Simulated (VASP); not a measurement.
# Al2Pt (Fm-3m) in VASP: a series of runs, part 2 of 2

VASP 6.6.1.

## 3. Single point, PBEsol, non-collinear spin, zero start, spin-orbit coupling

Input file INCAR:

```
PREC     = Accurate       # precision mode
ENCUT    = 520            # plane-wave cutoff, eV
EDIFF    = 1E-6           # SCF threshold, eV
ISMEAR   = -1             # smearing method
SIGMA    = 0.05           # smearing width, eV
LREAL    = False          # projectors in reciprocal space
LASPH    = True           # aspherical terms in the spheres
NELM     = 150            # most SCF steps
ALGO     = Fast           # electronic algorithm
ISIF     = 2              # what is computed and relaxed
LWAVE    = False          # write WAVECAR
LCHARG   = False          # write CHGCAR
LNONCOLLINEAR= True           # non-collinear magnetism
MAGMOM   = 0 0 0 0 0 0 0 0 0 # initial moments
LORBIT   = 11             # projections on sites
LSORBIT  = True           # spin-orbit coupling
GGA_COMPAT= False        
LORBMOM  = True         
LMAXMIX  = 4              # l up to which the mixer works
GGA      = PS             # functional
NBANDS   = 29             # bands
```

Input file KPOINTS:

```
regular mesh
0
Gamma
  6 6 6
```

Input file POSCAR:

```
Al2Pt
1.0
    0.0000000000      2.9550000000      2.9550000000
    2.9550000000      0.0000000000      2.9550000000
    2.9550000000      2.9550000000      0.0000000000
Pt Al
1 2
Direct
    0.0000000000      0.0000000000      0.0000000000
    0.7500000000      0.7500000000      0.7500000000
    0.2500000000      0.2500000000      0.2500000000
```

Potentials or basis: VASP PAW PBE potentials, release 64 (Pt, Al).

On the command line:

```console
cat potpaw_PBE.64/Pt/POTCAR potpaw_PBE.64/Al/POTCAR > POTCAR
mpirun -np 1 vasp_ncl > vasp.out
```

OUTCAR:

```text
PREC = Accurate
   ENCUT = 520
   EDIFF = 1E-6
   ISMEAR = -1
   LREAL = False
   LASPH = True
   NELM = 150
   ISIF = 2
   LNONCOLLINEAR = True
   LORBIT = 11
   LSORBIT = True
   GGA = PS

 ion  position               nearest neighbor table
   1  0.000  0.000  0.000-   2 2.56   2 2.56   2 2.56   2 2.56   3 2.56   3 2.56   3 2.56   3 2.56

   2  0.750  0.750  0.750-   1 2.56   1 2.56   1 2.56   1 2.56   3 2.96   3 2.96   3 2.96   3 2.96
                             3 2.96   3 2.96
   3  0.250  0.250  0.250-   1 2.56   1 2.56   1 2.56   1 2.56   2 2.96   2 2.96   2 2.96   2 2.96
                             2 2.96   2 2.96

  LATTYP: Found a face centered cubic cell.
 ALAT       =     5.9100000000

  Lattice vectors:

 A1 = (   0.0000000000,   2.9550000000,   2.9550000000)
 A2 = (   2.9550000000,   0.0000000000,   2.9550000000)
 A3 = (   2.9550000000,   2.9550000000,   0.0000000000)

Analysis of symmetry for initial positions (statically):
=====================================================================
 Subroutine PRICEL returns:
 Original cell was already a primitive cell.

 Routine SETGRP: Setting up the symmetry group for a
 face centered cubic supercell.

 Subroutine GETGRP returns: Found 48 space group operations
 (whereof 48 operations were pure point group operations)
 out of a pool of 48 trial point group operations.

The static configuration has the point symmetry O_h .

Analysis of symmetry for dynamics (positions and initial velocities):
=====================================================================
 Subroutine PRICEL returns:
 Original cell was already a primitive cell.

 Routine SETGRP: Setting up the symmetry group for a
 face centered cubic supercell.

 Subroutine GETGRP returns: Found 48 space group operations
 (whereof 48 operations were pure point group operations)
 out of a pool of 48 trial point group operations.

The dynamic configuration has the point symmetry O_h .
[... 697 lines left out ...]
 ----------------------------------------
  1         0.000   0.000   0.000
  2         0.000   0.000   0.000
  3        -0.000   0.000  -0.000
 ----------------------------------------
           -0.000   0.000  -0.000

 orbital moment (y)

 # of ion     p       d       tot
 ----------------------------------------
  1         0.000   0.000   0.000
  2         0.000   0.000   0.000
  3        -0.000   0.000  -0.000
 ----------------------------------------
           -0.000   0.000  -0.000

 orbital moment (z)

 # of ion     p       d       tot
 ----------------------------------------
  1         0.000   0.000   0.000
  2         0.000   0.000   0.000
  3         0.000   0.000   0.000
 ----------------------------------------
            0.000   0.000   0.000

 Spin-Orbit-Coupling matrix elements

 Ion:    1  E_soc:     -0.7189999
 l=   1
     0.0000000    -0.0501752    -0.0501752
    -0.0501752     0.0000000    -0.0501752
    -0.0501752    -0.0501752     0.0000000
 l=   2
     0.0000000    -0.0138164     0.0000000    -0.0138164    -0.0558417
    -0.0138164     0.0000000    -0.0418813    -0.0138164    -0.0139604
     0.0000000    -0.0418813     0.0000000    -0.0418813     0.0000000
    -0.0138164    -0.0138164    -0.0418813     0.0000000    -0.0139604
    -0.0558417    -0.0139604     0.0000000    -0.0139604     0.0000000
 l=   3
     0.0000000     0.0000000     0.0000000     0.0000000     0.0000000     0.0000000     0.0000000
     0.0000000     0.0000000     0.0000000     0.0000000     0.0000000     0.0000000     0.0000000
     0.0000000     0.0000000     0.0000000     0.0000000     0.0000000     0.0000000     0.0000000
     0.0000000     0.0000000     0.0000000     0.0000000     0.0000000     0.0000000     0.0000000
[... 29 lines left out ...]
 l=   2
     0.0000000     0.0000000     0.0000000     0.0000000     0.0000000
     0.0000000     0.0000000     0.0000000     0.0000000     0.0000000
     0.0000000     0.0000000     0.0000000     0.0000000     0.0000000
     0.0000000     0.0000000     0.0000000     0.0000000     0.0000000
     0.0000000     0.0000000     0.0000000     0.0000000     0.0000000
 l=   3
     0.0000000     0.0000000     0.0000000     0.0000000     0.0000000     0.0000000     0.0000000
     0.0000000     0.0000000     0.0000000     0.0000000     0.0000000     0.0000000     0.0000000
     0.0000000     0.0000000     0.0000000     0.0000000     0.0000000     0.0000000     0.0000000
     0.0000000     0.0000000     0.0000000     0.0000000     0.0000000     0.0000000     0.0000000
     0.0000000     0.0000000     0.0000000     0.0000000     0.0000000     0.0000000     0.0000000
     0.0000000     0.0000000     0.0000000     0.0000000     0.0000000     0.0000000     0.0000000
     0.0000000     0.0000000     0.0000000     0.0000000     0.0000000     0.0000000     0.0000000

 total charge

# of ion       s       p       d       tot
------------------------------------------
    1        0.827   0.743   8.145   9.715
    2        0.398   0.364   0.000   0.762
    3        0.398   0.364   0.000   0.762
--------------------------------------------------
tot          1.623   1.471   8.145  11.239

 magnetization (x)

# of ion       s       p       d       tot
------------------------------------------
    1        0.000   0.000   0.000   0.000
    2       -0.000   0.000   0.000  -0.000
    3       -0.000   0.000   0.000  -0.000
--------------------------------------------------
tot         -0.000   0.000   0.000  -0.000

 magnetization (y)

# of ion       s       p       d       tot
------------------------------------------
    1        0.000   0.000   0.000   0.000
    2        0.000   0.000   0.000   0.000
    3        0.000   0.000   0.000   0.000
--------------------------------------------------
tot          0.000   0.000   0.000   0.000

 magnetization (z)

# of ion       s       p       d       tot
------------------------------------------
    1        0.000   0.000  -0.000   0.000
    2        0.000  -0.000   0.000   0.000
    3        0.000  -0.000   0.000   0.000
--------------------------------------------------
tot          0.000  -0.000  -0.000   0.000
```

OSZICAR:

```text
N       E                     dE             d eps       ncg     rms          rms(c)
DAV:   1     0.544011925030E+02    0.54401E+02   -0.65584E+03   936   0.949E+02
DAV:   2    -0.162424416208E+02   -0.70644E+02   -0.63643E+02  1035   0.186E+02
DAV:   3    -0.187866194065E+02   -0.25442E+01   -0.25181E+01  1209   0.317E+01
DAV:   4    -0.188107038023E+02   -0.24084E-01   -0.24076E-01  1140   0.357E+00
DAV:   5    -0.188111330643E+02   -0.42926E-03   -0.42926E-03  1162   0.500E-01    0.982E+00
RMM:   6    -0.182688794481E+02    0.54225E+00   -0.19669E+00   939   0.908E+00    0.344E+00
RMM:   7    -0.181746726385E+02    0.94207E-01   -0.11379E-01   951   0.228E+00    0.239E+00
RMM:   8    -0.181447814858E+02    0.29891E-01   -0.18207E-02  1005   0.101E+00    0.121E+00
RMM:   9    -0.181377981939E+02    0.69833E-02   -0.88523E-03  1029   0.765E-01    0.207E-01
RMM:  10    -0.181379155117E+02   -0.11732E-03   -0.13975E-03  1094   0.262E-01    0.122E-01
RMM:  11    -0.181379314673E+02   -0.15956E-04   -0.40950E-04  1038   0.133E-01    0.264E-02
RMM:  12    -0.181379262646E+02    0.52027E-05   -0.80944E-05  1102   0.608E-02    0.183E-02
RMM:  13    -0.181379284278E+02   -0.21632E-05   -0.20411E-05  1125   0.275E-02    0.142E-02
RMM:  14    -0.181379277979E+02    0.62988E-06   -0.28322E-06   919   0.112E-02
   1 F= -.18137928E+02 E0= -.18135770E+02  d E =-.431510E-02  mag=     0.0000     0.0000    -0.0000
```

It took 3.4 min on 1 thread of AMD EPYC 7R13, shared host; peak memory 0.28 GiB.

What came out:

* Free energy: -18.1379 eV
* Pressure: -1.4 GPa
* Net moment: 0.00 μB per cell
* Valence electrons inside the program's atomic spheres: Pt 9.71; Al 0.76

Moments on the atoms (μB; x, y, z):
```
Pt  0.00 0.00 0.00
Al  0.00 0.00 0.00
Al  0.00 0.00 0.00
```

Caveat: the PAW data sets were made with another functional, which shifts forces and pressure a little.

## 4. Single point, PBEsol

This run uses another cell than the first one, of 16.17 Å³/atom, 0.940 times its volume.

Input file INCAR:

```
SYSTEM = Al2Pt
ALGO = Normal
EDIFF = 1E-6
ENCUT = 520
GGA = PS
ISIF = 2
ISMEAR = -1
LASPH = .TRUE.
LCHARG = .FALSE.
LREAL = .FALSE.
LWAVE = .FALSE.
NBANDS = 15
NELM = 80
PREC = Accurate
SIGMA = 0.05
```

Input file KPOINTS:

```
k-points
0
G
  8 8 8
  0 0 0
```

Input file POSCAR:

```
Al2Pt
1.0
    0.0000000000      2.8946769513      2.8946769513
    2.8946769513      0.0000000000      2.8946769513
    2.8946769513      2.8946769513      0.0000000000
Pt Al
1 2
Direct
    0.0000000000      0.0000000000      0.0000000000
    0.7500000000      0.7500000000      0.7500000000
    0.2500000000      0.2500000000      0.2500000000
```

On the command line:

```console
cat potpaw_PBE.64/Pt/POTCAR potpaw_PBE.64/Al/POTCAR > POTCAR
mpirun -np 1 vasp_std > vasp.out
```

It took 31 s on 1 thread of Intel Xeon 8259CL, shared host; peak memory 0.18 GiB.

The run converged. Its results:

- Free energy: -17.6859 eV
- Pressure: 8.6 GPa
- Band gap on the k mesh: zero (band 8 reaches 12.38 eV, above the bottom of band 9 at 6.82 eV)

Levels at points of the mesh, in eV from the Fermi level:
```csv
k point,band 5,band 6,band 7,band 8,band 9,band 10,band 11,band 12
"(0.00, 0.00, 0.00)",-3.94,-3.94,3.49,3.86,3.86,3.86,5.81,5.81
"(0.50, 0.00, 0.00)",-3.90,-3.69,-3.69,1.05,1.05,3.88,5.45,5.45
"(0.50, 0.50, 0.00)",-4.00,-3.60,-3.38,-1.70,-1.70,3.44,3.63,8.13
```

Caveat: the PAW data sets were made with another functional, which shifts forces and pressure a little; spin-orbit coupling is left out, which moves the levels of the heavy elements.

## 5. Single point, PBEsol

This run uses another cell than the first one, of 16.86 Å³/atom, 0.980 times its volume.

Input file INCAR:

```
SYSTEM = Al2Pt
PREC = Accurate ; ENCUT = 520
EDIFF = 1E-6 ; ISMEAR = -1
SIGMA = 0.05 ; LREAL = .False.
LASPH = .True. ; NELM = 60
ALGO = Fast ; ISIF = 2
LWAVE = .False. ; LCHARG = .False.
GGA = PS ; NBANDS = 15
```

Input file KPOINTS:

```
Automatic mesh
0
Gamma
  8 8 8
  0 0 0
```

Input file POSCAR:

```
Al2Pt
1.0
    0.0000000000      2.9351671877      2.9351671877
    2.9351671877      0.0000000000      2.9351671877
    2.9351671877      2.9351671877      0.0000000000
Pt Al
1 2
Direct
    0.0000000000      0.0000000000      0.0000000000
    0.7500000000      0.7500000000      0.7500000000
    0.2500000000      0.2500000000      0.2500000000
```

On the command line:

```console
cat potpaw_PBE.64/Pt/POTCAR potpaw_PBE.64/Al/POTCAR > POTCAR
mpirun -np 1 vasp_std > vasp.out
```

Wall time 34 s (1 thread of Intel Xeon 8259CL, shared host); peak memory 0.19 GiB.

It converged, with:

```
Free energy            : -17.7523 eV
Pressure               : 1.9 GPa
Band gap on the k mesh : zero (band 8 reaches 11.84 eV, above the bottom of band 9 at 6.39 eV)
```

Levels at points of the mesh, in eV from the Fermi level:
```tsv
k point	band 4	band 5	band 6	band 7	band 8	band 9	band 10	band 11	band 12	band 13
(0.00, 0.00, 0.00)	-5.13	-3.75	-3.75	3.17	3.84	3.84	3.84	5.57	5.57	5.57
(0.50, 0.00, 0.00)	-4.81	-3.75	-3.52	-3.52	1.05	1.05	3.81	5.28	5.28	5.60
(0.50, 0.50, 0.00)	-3.83	-3.83	-3.46	-3.23	-1.61	-1.61	3.34	3.39	8.12	10.98
```

Caveat: the PAW data sets were made with another functional, which shifts forces and pressure a little; spin-orbit coupling is left out, which moves the levels of the heavy elements.

## 6. Single point, PBEsol

This run uses another cell than the first one, of 17.89 Å³/atom, 1.040 times its volume.

Input file INCAR:

```
  PREC = Accurate
  ENCUT = 520
  EDIFF = 1E-6
  ISMEAR = -1
  SIGMA = 0.05
  LREAL = False
  LASPH = True
  NELM = 100
  ALGO = Normal
  ISIF = 2
  LWAVE = False
  LCHARG = False
  GGA = PS
  NBANDS = 15
```

Input file KPOINTS:

```
regular mesh
0
Gamma
  8 8 8
```

Input file POSCAR:

```
Al2Pt
1.0
    0.0000000000      2.9938860383      2.9938860383
    2.9938860383      0.0000000000      2.9938860383
    2.9938860383      2.9938860383      0.0000000000
Pt Al
1 2
Direct
    0.0000000000      0.0000000000      0.0000000000
    0.7500000000      0.7500000000      0.7500000000
    0.2500000000      0.2500000000      0.2500000000
```

Potentials or basis: VASP PAW PBE potentials, release 64 (Pt, Al).

On the command line:

```console
cat potpaw_PBE.64/Pt/POTCAR potpaw_PBE.64/Al/POTCAR > POTCAR
mpirun -np 1 vasp_std > vasp.out
```

It took 27 s on 1 thread of Intel Xeon 8259CL, shared host; peak memory 0.18 GiB.

The run converged. Its results:

- Free energy: -17.7106 eV
- Pressure: -5.8 GPa
- Band gap on the k mesh: zero (band 8 reaches 11.10 eV, above the bottom of band 9 at 5.81 eV)

Levels at points of the mesh, in eV from the Fermi level:
| k point | band 6 | band 7 | band 8 | band 9 | band 10 | band 11 |
| --- | --- | --- | --- | --- | --- | --- |
| (0.00, 0.00, 0.00) | -3.50 | 2.73 | 3.80 | 3.80 | 3.80 | 5.25 |
| (0.50, 0.00, 0.00) | -3.30 | -3.30 | 1.05 | 1.05 | 3.69 | 5.03 |
| (0.50, 0.50, 0.00) | -3.27 | -3.03 | -1.49 | -1.49 | 2.94 | 3.30 |

Caveat: the PAW data sets were made with another functional, which shifts forces and pressure a little; spin-orbit coupling is left out, which moves the levels of the heavy elements.

## 7. The runs side by side

```csv
spin,cell,k mesh,gap on the mesh (eV),pressure (GPa)
off,"a = 4.179 Å, angles 60.0°, 3 atoms",6 × 6 × 6,none,-1.0
"non-collinear, zero start, SOC","a = 4.179 Å, angles 60.0°, 3 atoms",6 × 6 × 6,-,-1.4
off,"a = 4.094 Å, angles 60.0°, 3 atoms",8 × 8 × 8,none,8.6
off,"a = 4.151 Å, angles 60.0°, 3 atoms",8 × 8 × 8,none,1.9
off,"a = 4.234 Å, angles 60.0°, 3 atoms",8 × 8 × 8,none,-5.8
```

Alike in all rows: task single point; level PBEsol; potentials or basis VASP PAW PBE potentials, release 64 (Pt, Al); cutoff (eV) 520; smearing fermi-dirac 0.05 eV.

Caveats: the PAW data sets were made with another functional, which shifts forces and pressure a little; spin-orbit coupling is left out, which moves the levels of the heavy elements (some runs).

Absolute energies hang on the potentials; compare differences alone.
